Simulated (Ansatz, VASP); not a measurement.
# SiNi3 in VASP and in Ansatz

The input INCAR:

```
PREC     = Accurate       # precision mode
ENCUT    = 520            # plane-wave cutoff, eV
EDIFF    = 1E-7           # SCF threshold, eV
ISMEAR   = -1             # smearing method
SIGMA    = 0.05           # smearing width, eV
LREAL    = False          # projectors in reciprocal space
LASPH    = True           # aspherical terms in the spheres
NELM     = 150            # most SCF steps
ALGO     = Normal         # electronic algorithm
ISIF     = 2              # what is computed and relaxed
LWAVE    = False          # write WAVECAR
LCHARG   = True           # write CHGCAR
ISPIN    = 2              # spin polarisation
MAGMOM   = 1 1 1 0        # initial moments
LORBIT   = 11             # projections on sites
LMAXMIX  = 4              # l up to which the mixer works
GGA      = PE             # functional
LELF     = True           # ELF
LVHAR    = True         
NBANDS   = 29             # bands
```

The input KPOINTS:

```
Automatic mesh
0
Gamma
  8 8 8
```

POSCAR

```
SiNi3
1.0
    3.4941292669      0.0000000000      0.0000000000
    0.0000000000      3.4941292669      0.0000000000
    0.0000000000      0.0000000000      3.4941292669
Ni Si
3 1
Direct
    0.5000000000      0.5000000000      0.0000000000
    0.5000000000      0.0000000000      0.5000000000
    0.0000000000      0.5000000000      0.5000000000
    0.0000000000      0.0000000000      0.0000000000
```

Contents of input.yaml:

```yaml
crystal:
  lattice:
    - [3.4941292669, 0.0, 0.0]
    - [0.0, 3.4941292669, 0.0]
    - [0.0, 0.0, 3.4941292669]
  atoms:
    - { symbol: Ni, position: [0.5, 0.5, 0.0], spin: 1.0 }
    - { symbol: Ni, position: [0.5, 0.0, 0.5], spin: 1.0 }
    - { symbol: Ni, position: [0.0, 0.5, 0.5], spin: 1.0 }
    - { symbol: Si, position: [0.0, 0.0, 0.0] }
kpoints:
  mp_grid: { grid: [8, 8, 8] }
scf:
  occupations: { method: fermi_dirac, width: 0.05 }
hamiltonian:
  xc: pbe
  pseudopotentials: { kind: all_electron, lapw: { basis_error: 0.001 } }
magnetization:
  spin_polarized: true
output:
  forces: true
  stress: true
  eigenvalues: true
```

Change from the starting cell: volume scaled by 0.96.

Alike in both runs: task single point; functional PBE; k mesh 8 × 8 × 8; occupations fermi-dirac, width 0.05 eV; collinear spin.

|  | VASP | Ansatz |
| --- | --- | --- |
| version | VASP 6.6.1 | Ansatz 0.2.0 |
| potentials or method | VASP PAW PBE potentials, release 64 (Ni, Si), cutoff 520 eV | all-electron LAPW, scalar-relativistic |

|  | VASP | Ansatz | Ansatz less VASP |
| --- | --- | --- | --- |
| gap on the k mesh at the Fermi level (eV) | none | none | - |
| pressure (GPa) | 2.3 | 2.3 | -0.01 |
| net moment per atom (μB) | 0.00 | 0.00 | 0.000 |

A gap of «none» marks a metal or a gap that the smearing closes. Ansatz ran all-electron here, and VASP with PAW potentials.
